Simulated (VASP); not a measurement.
# ZnO (P6_3mc) in VASP: notebook

The runs below take ZnO through single point, with PBE.

Program: VASP 6.6.1. These are calculated values, not measurements. Logs are shortened: lines on timing, memory, paths and dates and some standing lists are left out, and cuts for length are marked.

**The experiment to reproduce.**

“Electronic structure of alkaline earth and post-transition metal oxides”, 2009, arxiv:0908.1581 quotes, for a bulk crystal of ZnO: band gap 3.37 eV.

The results are compared with them further down.

## 1. The cell of the first run

Symmetry: P6_3mc, No. 186, hexagonal system. Conventional cell: a = 3.246 Å, b = 3.246 Å, c = 5.240 Å, α = 90.00°, β = 90.00°, γ = 120.00°. Within 2.6 Å of Zn (site symmetry 3m) lie 4 O at 1.98 to 1.99 Å. Within 2.6 Å of O (site symmetry 3m) lie 4 Zn at 1.98 to 1.99 Å.

## 2. Single point, PBE (volume scaled by 0.97, then relaxed in part)

File INCAR:

```
PREC = Accurate
ENCUT = 520
EDIFF = 1E-6
ISMEAR = 0
SIGMA = 0.02
LREAL = F
LASPH = T
NELM = 80
ALGO = Normal
ISIF = 2
LWAVE = F
LCHARG = F
GGA = PE
NBANDS = 26
```

File KPOINTS:

```
Automatic mesh
0
Gamma
  12 12 6
```

File POSCAR:

```
ZnO
1.0
    3.2463678874      0.0000000000      0.0000000000
   -1.6231839437      2.8114370605      0.0000000000
    0.0000000000      0.0000000000      5.2398481179
Zn O
2 2
Direct
    0.3333333333      0.6666666667      0.4999697863
    0.6666666667      0.3333333333     -0.0000302137
    0.6666666667      0.3333333333      0.3790402137
    0.3333333333      0.6666666667      0.8790402137
```

Potentials or basis: VASP PAW PBE potentials, release 64 (Zn, O).

Started as:

```
$ cat potpaw_PBE.64/Zn/POTCAR potpaw_PBE.64/O/POTCAR > POTCAR
$ mpirun -np 1 vasp_std > vasp.out
```

OUTCAR:

```text
PREC = Accurate
   ENCUT = 520
   EDIFF = 1E-6
   ISMEAR = 0
   LREAL = F
   LASPH = T
   NELM = 80
   ISIF = 2
   GGA = PE

 ion  position               nearest neighbor table
   1  0.333  0.667  0.500-   3 1.98   3 1.98   3 1.98   4 1.99
   2  0.667  0.333  1.000-   4 1.98   4 1.98   4 1.98   3 1.99
   3  0.667  0.333  0.379-   1 1.98   1 1.98   1 1.98   2 1.99
   4  0.333  0.667  0.879-   2 1.98   2 1.98   2 1.98   1 1.99

  LATTYP: Found a hexagonal cell.
 ALAT       =     3.2463678874
 C/A-ratio  =     1.6140647948

  Lattice vectors:

 A1 = (   3.2463678874,   0.0000000000,   0.0000000000)
 A2 = (  -1.6231839437,   2.8114370605,   0.0000000000)
 A3 = (   0.0000000000,   0.0000000000,   5.2398481179)

Analysis of symmetry for initial positions (statically):
=====================================================================
 Subroutine PRICEL returns:
 Original cell was already a primitive cell.

 Routine SETGRP: Setting up the symmetry group for a
 hexagonal supercell.

 Subroutine GETGRP returns: Found 12 space group operations
 (whereof  6 operations were pure point group operations)
 out of a pool of 24 trial point group operations.

The static configuration has the point symmetry C_3v.
 The point group associated with its full space group is C_6v.

Analysis of symmetry for dynamics (positions and initial velocities):
=====================================================================
 Subroutine PRICEL returns:
 Original cell was already a primitive cell.

 Routine SETGRP: Setting up the symmetry group for a
 hexagonal supercell.

 Subroutine GETGRP returns: Found 12 space group operations
 (whereof  6 operations were pure point group operations)
 out of a pool of 24 trial point group operations.

The dynamic configuration has the point symmetry C_3v.
 The point group associated with its full space group is C_6v.

 Subroutine INISYM returns: Found 12 space group operations
 (whereof  6 operations are pure point group operations),
 and found     1 'primitive' translations

----------------------------------------------------------------------------------------

                                     Primitive cell

  volume of cell :      47.8239

  direct lattice vectors                    reciprocal lattice vectors
[... 83 lines left out ...]
   ISTART =      0    job   : 0-new  1-cont  2-samecut
   ICHARG =      2    charge: 1-file 2-atom 10-const
   ISPIN  =      1    spin polarized calculation?
   LNONCOLLINEAR =      F non collinear calculations
   LSORBIT =      F    spin-orbit coupling
   LASPH  =      T    aspherical Exc in radial PAW
   ENCUT  =  520.0 eV  38.22 Ry    6.18 a.u.   6.04  6.04  9.74*2*pi/ulx,y,z
   NELM   =     80;   NELMIN=  2; NELMDL= -5     # of ELM steps
   EDIFF  = 0.1E-05   stopping-criterion for ELM
   LREAL  =      F    real-space projection
   EDIFFG = 0.1E-04   stopping-criterion for IOM
   NSW    =      0    number of steps for IOM
   IBRION =     -1    ionic relax: 0-MD 1-quasi-New 2-CG
   NFREE  =      0    steps in history (QN), initial steepest desc. (CG)
   ISIF   =      2    stress and relaxation
   ISYM   =      2    0-nonsym 1-usesym 2-fastsym
   POTIM  = 0.5000    time-step for ionic-motion
   TEBEG  =    0.0;   TEEND  =   0.0 temperature during run
   PSTRESS=    0.0 pullay stress
   NELECT =      36.0000    total number of electrons
   NUPDOWN=      -1.0000    fix difference up-down
   EMIN   =  10.00;   EMAX   =-10.00  energy-range for DOS
   EFERMI =   0.00;   METHOD = LEGACY
   ISMEAR =     0;   SIGMA  =   0.02  broadening in eV -4-tet -1-fermi 0-gaus
   EFERMI_NEDOS =   21; number of points for ismear=-14 and -15
   IALGO  =     38    algorithm
   IMIX   =      4    mixing-type and parameters
     AMIX     =   0.40;   BMIX     =  1.00
     AMIX_MAG =   1.60;   BMIX_MAG =  1.00
  volume/ion in A,a.u.               =      11.96        80.68
  Fermi-wavevector in a.u.,A,eV,Ry     =   1.489226  2.814230 30.174937  2.217795
  Thomas-Fermi vector in A             =   2.602162
   LORBIT       =      0    0 simple, 1 ext, 2 COOP (PROOUT), +10 PAW based schemes
   GGA     = PE    functional components
   LHFCALC =     F    Hartree Fock is set to
   AEXX    =    0.0000 exact exchange contribution
   IVDW    =     0    specifies the selected vdW correction
   LEPSILON=     F    determine dielectric tensor
   LRPA    =     F    only Hartree local field effects (RPA)
 non-spin polarized calculation
 Gauss-broadening in eV      SIGMA  =   0.02
  energy-cutoff  :      520.00
  volume of cell :       47.82
 maximum number of plane-waves:      1320
   NGX = 13   NGY = 13   NGZ = 19

 number of electron      36.0000027 magnetization

 Free energy of the ion-electron system (eV)
  ---------------------------------------------------
  ext. energy  EPLUGINS =         0.00000000
  ---------------------------------------------------
  free energy    TOTEN  =       -17.83179824 eV

  energy without entropy =      -17.83179824  energy(sigma->0) =      -17.83179824

 E-fermi :   1.3436     XC(G=0): -10.8868

 val. band max:        1.1651811842   @ k =   0.0000   0.0000   0.0000
 cond. band min:       1.9379544257   @ k =   0.0000   0.0000   0.0000
 fundamental gap:      0.7727732415
 Fermi energy:         1.3435969096

 k-point     1 :       0.0000    0.0000    0.0000
  band No.  band energies     occupation
      1     -16.8927      2.00000
      2     -16.1805      2.00000
      3      -4.5122      2.00000
      4      -4.5122      2.00000
      5      -4.4691      2.00000
      6      -4.4482      2.00000
[... 685 lines left out ...]
     25      14.5718      0.00000
     26      15.1668      0.00000

 [... further k-points ...]
[... 5 lines left out ...]
  --------------------------------------------------------------------------------------
  -------------------------------------------------------------------------------------
  Total        1.5803620      1.5803620      1.5692934      0.0000000      0.0000000      0.0000000
  in kB       52.9446851     52.9446851     52.5738681      0.0000000      0.0000000      0.0000000
  external PRESSURE =      52.8210794 kB  Pullay stress =       0.0000000 kB

 VOLUME and BASIS-vectors are now :
 -----------------------------------------------------------------------------
  energy-cutoff  :      520.00
  volume of cell :       47.82
      direct lattice vectors                 reciprocal lattice vectors
     3.246367887  0.000000000  0.000000000     0.308036561  0.177844991  0.000000000
    -1.623183944  2.811437060  0.000000000     0.000000000  0.355689983  0.000000000
     0.000000000  0.000000000  5.239848118     0.000000000  0.000000000  0.190845226

 POSITION                                       TOTAL-FORCE (eV/Angst)
 -----------------------------------------------------------------------------------
     -0.00000      1.87429      2.61977         0.000000     -0.000000      0.001824
      1.62318      0.93715      5.23969        -0.000000      0.000000      0.001824
      1.62318      0.93715      1.98611        -0.000000      0.000000     -0.001824
     -0.00000      1.87429      4.60604        -0.000000     -0.000000     -0.001824
 -----------------------------------------------------------------------------------
    total drift:                               -0.000000     -0.000000     -0.000426

  FREE ENERGIE OF THE ION-ELECTRON SYSTEM (eV)
  ---------------------------------------------------
  free  energy   TOTEN  =       -17.8317982354 eV

  energy  without entropy=      -17.8317982354  energy(sigma->0) =      -17.83179824
```

OSZICAR:

```text
N       E                     dE             d eps       ncg     rms          rms(c)
DAV:   1     0.301571375487E+03    0.30157E+03   -0.18141E+04  3984   0.201E+03
DAV:   2     0.117632739973E+02   -0.28981E+03   -0.27107E+03  4148   0.416E+02
DAV:   3    -0.204228392745E+02   -0.32186E+02   -0.31769E+02  4434   0.141E+02
DAV:   4    -0.210704211579E+02   -0.64758E+00   -0.64590E+00  4414   0.203E+01
DAV:   5    -0.210736731908E+02   -0.32520E-02   -0.32516E-02  4314   0.148E+00    0.146E+01
DAV:   6    -0.176610082071E+02    0.34127E+01   -0.66291E+00  6212   0.616E+01    0.895E+00
DAV:   7    -0.178696512528E+02   -0.20864E+00   -0.29384E+00  4056   0.170E+01    0.536E+00
DAV:   8    -0.178799741925E+02   -0.10323E-01   -0.50307E-01  5842   0.749E+00    0.163E+00
DAV:   9    -0.178289912547E+02    0.50983E-01   -0.10356E-01  5778   0.636E+00    0.295E-01
DAV:  10    -0.178316878087E+02   -0.26966E-02   -0.37121E-02  3992   0.132E+00    0.131E-01
DAV:  11    -0.178317589193E+02   -0.71111E-04   -0.56031E-04  4394   0.262E-01    0.315E-02
DAV:  12    -0.178317949463E+02   -0.36027E-04   -0.98212E-05  4496   0.265E-01    0.184E-02
DAV:  13    -0.178318040010E+02   -0.90547E-05   -0.22769E-05  4524   0.100E-01    0.205E-02
DAV:  14    -0.178317983114E+02    0.56896E-05   -0.14110E-05  4864   0.397E-02    0.232E-03
DAV:  15    -0.178317982354E+02    0.76003E-07   -0.30384E-06  3660   0.161E-02
   1 F= -.17831798E+02 E0= -.17831798E+02  d E =-.716426E-39
```

stdout:

```text
POSCAR found type information on POSCAR ZnO
 POSCAR found :  2 types and       4 ions
 scaLAPACK will be used
 LDA part: xc-table for (Slater+PW92), standard interpolation
 POSCAR, INCAR and KPOINTS ok, starting setup
 FFT: planning ... GRIDC
 FFT: planning ... GRID_SOFT
 FFT: planning ... GRID
 WAVECAR not read
 entering main loop
```

Run time: 30 s. Hardware: 1 thread of Intel Xeon 6975P-C (Granite Rapids), shared host; peak memory 0.2 GiB.

What came out:

```yaml
Free_energy: -17.8318 eV
Pressure: 5.3 GPa
Band_gap_on_the_k_mesh: 0.77 eV, direct
```

Levels at points of the mesh, in eV from the valence-band top:
| k point | band 15 | band 16 | band 17 | band 18 | band 19 | band 20 | band 21 | band 22 |
| --- | --- | --- | --- | --- | --- | --- | --- | --- |
| (0.00, 0.00, 0.00) | -0.79 | -0.09 | 0.00 | 0.00 | 0.77 | 5.21 | 8.17 | 12.89 |
| (0.50, 0.00, 0.00) | -2.81 | -2.25 | -1.28 | -0.83 | 5.76 | 6.86 | 7.56 | 8.48 |
| (0.00, 0.00, 0.50) | -0.39 | -0.39 | -0.39 | -0.39 | 3.43 | 3.43 | 10.04 | 10.04 |
| (0.50, 0.00, 0.50) | -1.50 | -1.50 | -1.37 | -1.37 | 5.69 | 5.69 | 8.40 | 8.40 |

Caveat: the cell differs from its parent crystal (volume scaled by 0.97, then relaxed in part).

## 3. Single point, PBE

This run uses another cell than the first one, of 12.33 Å³/atom, 1.031 times its volume.

File INCAR:

```
SYSTEM = ZnO
PREC = Accurate
ENCUT = 520
EDIFF = 1E-6
ISMEAR = 0
SIGMA = 0.02
LREAL = .False.
LASPH = .True.
NELM = 100
ALGO = Normal
ISIF = 2
LWAVE = .False.
LCHARG = .False.
GGA = PE
NBANDS = 26
```

File KPOINTS:

```
Automatic mesh
0
Gamma
  12 12 6
  0 0 0
```

File POSCAR:

```
ZnO
1.0
    3.2794963784      0.0000000000      0.0000000000
   -1.6397481892      2.8401271753      0.0000000000
    0.0000000000      0.0000000000      5.2933196489
Zn O
2 2
Direct
    0.3333333333      0.6666666667      0.4999697863
    0.6666666667      0.3333333333     -0.0000302137
    0.6666666667      0.3333333333      0.3790402137
    0.3333333333      0.6666666667      0.8790402137
```

Potentials or basis: VASP PAW PBE potentials, release 64 (Zn, O).

Started as:

```
$ cat potpaw_PBE.64/Zn/POTCAR potpaw_PBE.64/O/POTCAR > POTCAR
$ mpirun -np 1 vasp_std > vasp.out
```

Run time: 30 s. Hardware: 1 thread of Intel Xeon 6975P-C (Granite Rapids), shared host; peak memory 0.21 GiB.

Results (log left out):

```
Free energy            : -17.8610 eV
Pressure               : 0.9 GPa
Band gap on the k mesh : 0.73 eV, direct
```

Levels at points of the mesh, in eV from the valence-band top:
```tsv
k point	band 16	band 17	band 18	band 19	band 20	band 21
(0.00, 0.00, 0.00)	-0.08	0.00	0.00	0.73	5.09	8.07
(0.50, 0.00, 0.00)	-2.15	-1.23	-0.79	5.62	6.82	7.52
(0.00, 0.00, 0.50)	-0.37	-0.37	-0.37	3.36	3.36	9.91
(0.50, 0.00, 0.50)	-1.43	-1.32	-1.32	5.64	5.64	8.23
```

(Part 1 of 2 ends here.)
